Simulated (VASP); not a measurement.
Here is a VASP 6.6.1 calculation.

File INCAR:

```
  ALGO = Normal
  EDIFF = 1E-7
  ENCUT = 520
  GGA = PE
  ISIF = 2
  ISMEAR = -1
  LASPH = True
  LCHARG = False
  LREAL = False
  LWAVE = False
  NBANDS = 14
  NELM = 60
  PREC = Accurate
  SIGMA = 0.1
```

The input KPOINTS:

```
k-points
0
Gamma
  14 14 14
```

Contents of POSCAR:

```
Rh
1.0
    2.5373058005      0.0000000000      0.0000000000
    0.0000000000      2.5373058005      0.0000000000
    0.0000000000      0.0000000000      2.5373058005
Rh
1
Direct
    0.0000000000      0.0000000000      0.0000000000
```

Potentials or basis: VASP PAW PBE potentials, release 64 (Rh_pv).

Launch:

```bash
$ cat potpaw_PBE.64/Rh_pv/POTCAR > POTCAR
$ mpirun -np 1 vasp_std > vasp.out
```

Question: Estimate the pressure.

Answer: -0.1 GPa.
